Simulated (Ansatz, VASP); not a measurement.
## BN in VASP and in Ansatz

```
B N
1.0
     0.00000    3.60018    2.13360
     1.28918    0.00000    2.13360
     1.28918    3.60018    0.00000
B N
1 1
Cartesian
  1.2892 3.6002 0.0002
  1.2892 3.6002 2.8447
```

Change from the starting cell: strain +0.030 along x and y, -0.015 along z, atoms carried along.

Alike in both runs: task single point; functional PBE; dispersion D3(BJ); k mesh 12 × 12 × 12; occupations gaussian, width 0.05 eV; no spin polarisation.

|  | VASP | Ansatz |
| --- | --- | --- |
| version | VASP 6.6.1 | Ansatz 0.2.0 |
| potentials or method | VASP PAW PBE potentials, release 64 (B, N), cutoff 520 eV | scalar-relativistic, plane waves, PAW |
| valence electrons in the cell | 8 | 8 |

Ansatz gave:

```
gap on the k mesh at the Fermi level (eV)                     : 4.08
least direct gap on the mesh (eV)                             : 4.50
pressure (GPa)                                                : -3.6
traceless stress, the component that is largest in VASP (GPa) : -16.07
rms of the force components (eV/Å)                            : 0.324
```

Problem. What did VASP give for the same quantities?

Solution. gap on the k mesh at the Fermi level (eV): 4.07; least direct gap on the mesh (eV): 4.50; pressure (GPa): -3.5; traceless stress, the component that is largest in VASP (GPa): -16.01; rms of the force components (eV/Å): 0.324.

Atom by atom the forces differ by 0.000 eV/Å (rms over components).
